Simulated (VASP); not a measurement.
# V3Os (Fm-3m) in VASP: notebook, part 2 of 3

VASP 6.6.1. Earlier steps stand in the parts before.

### Step 4. Single point, LDA, collinear spin, ferromagnetic start

File INCAR:

```
SYSTEM = V3Os
PREC = Accurate ; ENCUT = 520
EDIFF = 1E-6 ; ISMEAR = -1
SIGMA = 0.1 ; LREAL = .False.
LASPH = .True. ; NELM = 150
ALGO = Normal ; ISIF = 2
LWAVE = .False. ; LCHARG = .True.
ISPIN = 2 ; MAGMOM = 0.34 0.34 0.77 0.12
LORBIT = 11 ; NUPDOWN = 1.8
LMAXMIX = 4 ; LELF = .True.
LVHAR = .True. ; NBANDS = 36
```

File KPOINTS:

```
regular mesh
0
Gamma
  7 7 7
  0 0 0
```

File POSCAR:

```
V3Os
1.0
    4.2222960000      0.0000000000      0.0000000000
    2.1111480000      3.6566155983      0.0000000000
    2.1111480000      1.2188718661      3.4474902477
V Os
3 1
Direct
    0.2500000000      0.2500000000      0.2500000000
    0.7500000000      0.7500000000      0.7500000000
    0.5000000000      0.5000000000      0.5000000000
    0.0000000000      0.0000000000      0.0000000000
```

Potentials or basis: VASP PAW LDA potentials, release 64 (V_sv, Os).

Command:

```console
$ cat potpaw_LDA.64/V_sv/POTCAR potpaw_LDA.64/Os/POTCAR > POTCAR
$ mpirun -np 1 vasp_std > vasp.out
```

OUTCAR:

```text
SYSTEM = V3Os
   PREC = Accurate
   ENCUT = 520
   EDIFF = 1E-6
   ISMEAR = -1
   LREAL = .False.
   LASPH = .True.
   NELM = 150
   ISIF = 2
   ISPIN = 2
   LORBIT = 11
   NUPDOWN = 1.8

 ion  position               nearest neighbor table
   1  0.250  0.250  0.250-   4 2.59   3 2.59   4 2.59   3 2.59   3 2.59   4 2.59   4 2.59   3 2.59

   2  0.750  0.750  0.750-   3 2.59   3 2.59   4 2.59   4 2.59   4 2.59   3 2.59   3 2.59   4 2.59

   3  0.500  0.500  0.500-   1 2.59   1 2.59   2 2.59   2 2.59   2 2.59   1 2.59   1 2.59   2 2.59
                             4 2.99   4 2.99   4 2.99   4 2.99   4 2.99   4 2.99
   4  0.000  0.000  0.000-   2 2.59   1 2.59   2 2.59   1 2.59   1 2.59   2 2.59   2 2.59   1 2.59
                             3 2.99   3 2.99   3 2.99   3 2.99   3 2.99   3 2.99

  LATTYP: Found a face centered cubic cell.
 ALAT       =     5.9712282676

  Lattice vectors:

 A1 = (   4.2222960000,   0.0000000000,   0.0000000000)
 A2 = (   2.1111480000,   3.6566155983,   0.0000000000)
 A3 = (   2.1111480000,   1.2188718661,   3.4474902477)

Analysis of symmetry for initial positions (statically):
=====================================================================
 Subroutine PRICEL returns:
 Original cell was already a primitive cell.

 Routine SETGRP: Setting up the symmetry group for a
 face centered cubic supercell.

 Subroutine GETGRP returns: Found 48 space group operations
 (whereof 48 operations were pure point group operations)
 out of a pool of 48 trial point group operations.

The static configuration has the point symmetry O_h .

Analysis of symmetry for dynamics (positions and initial velocities):
=====================================================================
 Subroutine PRICEL returns:
 Original cell was already a primitive cell.

 Routine SETGRP: Setting up the symmetry group for a
 face centered cubic supercell.

 Subroutine GETGRP returns: Found 48 space group operations
 (whereof 48 operations were pure point group operations)
 out of a pool of 48 trial point group operations.

The dynamic configuration has the point symmetry O_h .

Analysis of structural, dynamic, and magnetic symmetry:
=====================================================================
 Subroutine PRICEL returns:
 Original cell was already a primitive cell.

 Routine SETGRP: Setting up the symmetry group for a
 face centered cubic supercell.

 Subroutine GETGRP returns: Found 48 space group operations
 (whereof 48 operations were pure point group operations)
 out of a pool of 48 trial point group operations.

The overall configuration has the point symmetry O_h .

 Subroutine INISYM returns: Found 48 space group operations
 (whereof 48 operations are pure point group operations),
 and found     1 'primitive' translations

----------------------------------------------------------------------------------------

                                     Primitive cell

  volume of cell :      53.2269

  direct lattice vectors                    reciprocal lattice vectors
     4.222296000  0.000000000  0.000000000     0.236837967 -0.136738464 -0.096688695
     2.111148000  3.656615598  0.000000000     0.000000000  0.273476928 -0.096688695
     2.111148000  1.218871866  3.447490248     0.000000000  0.000000000  0.290066085

  length of vectors
     4.222296000  4.222296000  4.222296000     0.290066085  0.290066085  0.290066085

[... 80 lines left out ...]
   LREAL  =      F    real-space projection
   EDIFFG = 0.1E-04   stopping-criterion for IOM
   NSW    =      0    number of steps for IOM
   IBRION =     -1    ionic relax: 0-MD 1-quasi-New 2-CG
   NFREE  =      0    steps in history (QN), initial steepest desc. (CG)
   ISIF   =      2    stress and relaxation
   ISYM   =      2    0-nonsym 1-usesym 2-fastsym
   POTIM  = 0.5000    time-step for ionic-motion
   TEBEG  =    0.0;   TEEND  =   0.0 temperature during run
   PSTRESS=    0.0 pullay stress
   NELECT =      47.0000    total number of electrons
   NUPDOWN=       1.8000    fix difference up-down
   EMIN   =  10.00;   EMAX   =-10.00  energy-range for DOS
   EFERMI =   0.00;   METHOD = LEGACY
   ISMEAR =    -1;   SIGMA  =   0.10  broadening in eV -4-tet -1-fermi 0-gaus
   EFERMI_NEDOS =   21; number of points for ismear=-14 and -15
   IALGO  =     38    algorithm
   IMIX   =      4    mixing-type and parameters
     AMIX     =   0.40;   BMIX     =  1.00
     AMIX_MAG =   1.60;   BMIX_MAG =  1.00
  volume/ion in A,a.u.               =      13.31        89.80
  Fermi-wavevector in a.u.,A,eV,Ry     =   1.570593  2.967991 33.562358  2.466764
  Thomas-Fermi vector in A             =   2.672304
   LORBIT       =     11    0 simple, 1 ext, 2 COOP (PROOUT), +10 PAW based schemes
   GGA     = CA    functional components
   LHFCALC =     F    Hartree Fock is set to
   AEXX    =    0.0000 exact exchange contribution
   IVDW    =     0    specifies the selected vdW correction
   LEPSILON=     F    determine dielectric tensor
   LRPA    =     F    only Hartree local field effects (RPA)
 spin polarized calculation
  energy-cutoff  :      520.00
  volume of cell :       53.23
 maximum number of plane-waves:      1459
   NGX = 15   NGY = 15   NGZ = 15

 number of electron      47.0000013 magnetization       1.8000039

 Free energy of the ion-electron system (eV)
  ---------------------------------------------------
  ext. energy  EPLUGINS =         0.00000000
  ---------------------------------------------------
  free energy    TOTEN  =       -43.42601754 eV

  energy without entropy =      -43.28627081  energy(sigma->0) =      -43.35614418

 E-fermi :   9.5409     XC(G=0): -13.6046

 val. band max:       10.4432428423   @ k =  -0.2857   0.2857   0.0000
 cond. band min:       9.5721539970   @ k =   0.2857   0.1429  -0.0000
 fundamental gap:     -0.8710888453
 Fermi energy:        10.4598865373

 spin component 1

 k-point     1 :       0.0000    0.0000    0.0000
  band No.  band energies     occupation
      1     -53.6195      1.00000
      2     -53.4918      1.00000
      3     -53.3173      1.00000
      4     -27.9476      1.00000
      5     -27.9476      1.00000
      6     -27.9476      1.00000
[... 749 lines left out ...]
     34      13.1690      0.00000
     35      13.2109      0.00000
 Fermi energy:         9.5409425887

 spin component 2

 k-point     1 :       0.0000    0.0000    0.0000
  band No.  band energies     occupation
      1     -53.2967      1.00000
      2     -53.2115      1.00000
      3     -52.7384      1.00000
      4     -27.6125      1.00000
      5     -27.6125      1.00000
      6     -27.6125      1.00000
[... 749 lines left out ...]
     34      13.5177      0.00000
     35      13.5546      0.00000
 [bands above 35 left out]

------------------------ aborting loop because EDIFF is reached ----------------------------------------

  FORCE on cell =-STRESS in cart. coord.  units (eV):
  Direction    XX          YY          ZZ          XY          YZ          ZX
  --------------------------------------------------------------------------------------
  -------------------------------------------------------------------------------------
  Total       -2.8899337     -2.8899337     -2.8899337     -0.0000000      0.0000000      0.0000000
  in kB      -86.9896186    -86.9896186    -86.9896186     -0.0000000      0.0000000      0.0000000
  external PRESSURE =     -86.9896186 kB  Pullay stress =       0.0000000 kB

 VOLUME and BASIS-vectors are now :
 -----------------------------------------------------------------------------
  energy-cutoff  :      520.00
  volume of cell :       53.23
      direct lattice vectors                 reciprocal lattice vectors
     4.222296000  0.000000000  0.000000000     0.236837967 -0.136738464 -0.096688695
     2.111148000  3.656615598  0.000000000     0.000000000  0.273476928 -0.096688695
     2.111148000  1.218871866  3.447490248     0.000000000  0.000000000  0.290066085

 POSITION                                       TOTAL-FORCE (eV/Angst)
 -----------------------------------------------------------------------------------
      2.11115      1.21887      0.86187        -0.000000      0.000000     -0.000000
      6.33344      3.65662      2.58562         0.000000     -0.000000      0.000000
      4.22230      2.43774      1.72375        -0.000000     -0.000000      0.000000
      0.00000      0.00000      0.00000        -0.000000     -0.000000      0.000000
 -----------------------------------------------------------------------------------
    total drift:                                0.000000      0.000000     -0.000000

  FREE ENERGIE OF THE ION-ELECTRON SYSTEM (eV)
  ---------------------------------------------------
  free  energy   TOTEN  =       -43.4260175443 eV

  energy  without entropy=      -43.2862708120  energy(sigma->0) =      -43.35614418

 total charge

# of ion       s       p       d       tot
------------------------------------------
    1        2.337   6.264   3.108  11.709
    2        2.337   6.264   3.108  11.709
    3        2.318   6.224   3.154  11.696
    4        0.736   0.713   6.191   7.640
--------------------------------------------------
tot          7.727  19.465  15.562  42.753

 magnetization (x)

# of ion       s       p       d       tot
------------------------------------------
    1        0.005   0.032   0.294   0.331
    2        0.005   0.032   0.294   0.331
    3        0.012   0.036   0.680   0.727
    4       -0.001   0.044   0.108   0.151
--------------------------------------------------
tot          0.020   0.144   1.377   1.541
```

stdout:

```text
POSCAR found type information on POSCAR V Os
 POSCAR found :  2 types and       4 ions
 scaLAPACK will be used
 LDA part: xc-table for (Slater(with rela. corr.)+CA(PZ))
 , standard interpolation
 POSCAR, INCAR and KPOINTS ok, starting setup
 FFT: planning ... GRIDC
 FFT: planning ... GRID_SOFT
 FFT: planning ... GRID
 WAVECAR not read
 entering main loop
```

Run time: 71 s. Hardware: 1 thread of Intel Xeon Platinum 8488C (Sapphire Rapids), shared host; peak memory 0.2 GiB.

Results:

```
Free energy                                           : -43.4260 eV
Pressure                                              : -8.7 GPa
Net moment                                            : 1.80 μB per cell
Site moments                                          : V +0.33, +0.73 (each value once); Os +0.15 μB
Valence electrons inside the program's atomic spheres : V 11.71, 11.70 (each value once); Os 7.64
```

Caveat: the cell stands under tension; spin-orbit coupling is left out, which moves the levels of the heavy elements; the total moment is fixed, so each spin has its own Fermi level.

(Part 2 of 3 ends here.)
